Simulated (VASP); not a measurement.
Set up this calculation in VASP 6.6.1, as the native input.

```yaml
Task: single point
Functional: PBE
Potentials_or_basis: VASP PAW PBE potentials, release 64 (Ba_sv, Ti_sv, O_h)
Cutoff: 1340 eV
k_mesh: 6 × 6 × 6
Occupations: gaussian, width 0.05 eV
Spin: no spin polarisation
Dipole_correction: no
Further_INCAR_settings: ALGO = Normal; EDIFF = 1e-06; NBANDS = 28
```

The structure of BaTiO3 lies in POSCAR:

```
BaTiO3
1.0
    2.9919088721      1.6529946342      2.3563003940
   -2.9919088721      1.6529946342      2.3563003940
    0.0000000000     -3.3059892684      2.3563003940
Ba Ti O
1 1 3
Direct
    0.0049545205      0.0049545205      0.0049545205
    0.5191875227      0.5191875227      0.5191875227
    0.4883938465      0.4883938465      0.9777702638
    0.4883938465      0.9777702638      0.4883938465
    0.9777702638      0.4883938465      0.4883938465
```

These files were run (other wordings do the same):

INCAR

```
SYSTEM = BaTiO3
PREC     = Accurate       ! precision mode
ENCUT    = 1340           ! plane-wave cutoff, eV
EDIFF    = 1E-6           ! SCF threshold, eV
ISMEAR   = 0              ! smearing method
SIGMA    = 0.05           ! smearing width, eV
LREAL    = .FALSE.        ! projectors in reciprocal space
LASPH    = .TRUE.         ! aspherical terms in the spheres
NELM     = 120            ! most SCF steps
ALGO     = Normal         ! electronic algorithm
ISIF     = 2              ! what is computed and relaxed
LWAVE    = .FALSE.        ! write WAVECAR
LCHARG   = .FALSE.        ! write CHGCAR
GGA      = PE             ! functional
NBANDS   = 28             ! bands
GGA_COMPAT= .FALSE.
```

KPOINTS

```
regular mesh
0
G
  6 6 6
  0 0 0
```

Potentials or basis: VASP PAW PBE potentials, release 64 (Ba_sv, Ti_sv, O_h).

The run is started by

```sh
$ cat potpaw_PBE.64/Ba_sv/POTCAR potpaw_PBE.64/Ti_sv/POTCAR potpaw_PBE.64/O_h/POTCAR > POTCAR
$ mpirun -np 1 vasp_std > vasp.out
```

Results of the run:

```
Pressure               : -5.0 GPa
Largest force          : 0.488 eV/Å
Band gap on the k mesh : 2.35 eV (least direct gap 2.89 eV)
```

Caveat: the stress differs along the axes, from -11 to -2 GPa; spin-orbit coupling is left out, which moves the levels of the heavy elements.

It took 6.4 min on 1 thread of Intel(R) Xeon(R) 6975P-C (Granite Rapids), with other jobs on the host, peak memory 0.73 GiB.
